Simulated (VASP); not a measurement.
A run of VASP 6.6.1:

File INCAR:

```
  PREC = Accurate
  ENCUT = 520
  EDIFF = 1E-6
  ISMEAR = 0
  SIGMA = 0.1
  LREAL = F
  LASPH = T
  NELM = 80
  ALGO = Normal
  ISIF = 2
  LWAVE = F
  LCHARG = T
  GGA = PE
  LELF = T
  LVHAR = T
  NBANDS = 32
```

The input KPOINTS:

```
Automatic mesh
0
Gamma
  4 4 4
```

Contents of POSCAR:

```
Bi2Te2O
1.0
    5.8306264526      0.0000000000      0.0000000000
    0.0000000000      5.8306264526      0.0000000000
    0.0000000000      0.0000000000      4.3721749384
Bi Te O
2 2 1
Direct
    0.0000000000      0.5000000000      0.2368828393
    0.5000000000      0.0000000000      0.7631171607
    0.0000000000      0.0000000000      0.5000000000
    0.5000000000      0.5000000000      0.0000000000
    0.0000000000      0.0000000000      0.0000000000
```

Potentials or basis: VASP PAW PBE potentials, release 64 (Bi_d, Te, O).

The run is started by

```bash
$ cat potpaw_PBE.64/Bi_d/POTCAR potpaw_PBE.64/Te/POTCAR potpaw_PBE.64/O/POTCAR > POTCAR
$ mpirun -np 1 vasp_std > vasp.out
```

Hardware: 1 thread of Intel(R) Xeon(R) 6975P-C (Granite Rapids), on a shared host.

Question: How long does it take, and how much memory?

Answer: Run time: 62 s on 1 thread of Intel(R) Xeon(R) 6975P-C (Granite Rapids) (shared host), peak memory 0.31 GiB. Counts: scf iterations 16, k points 18.
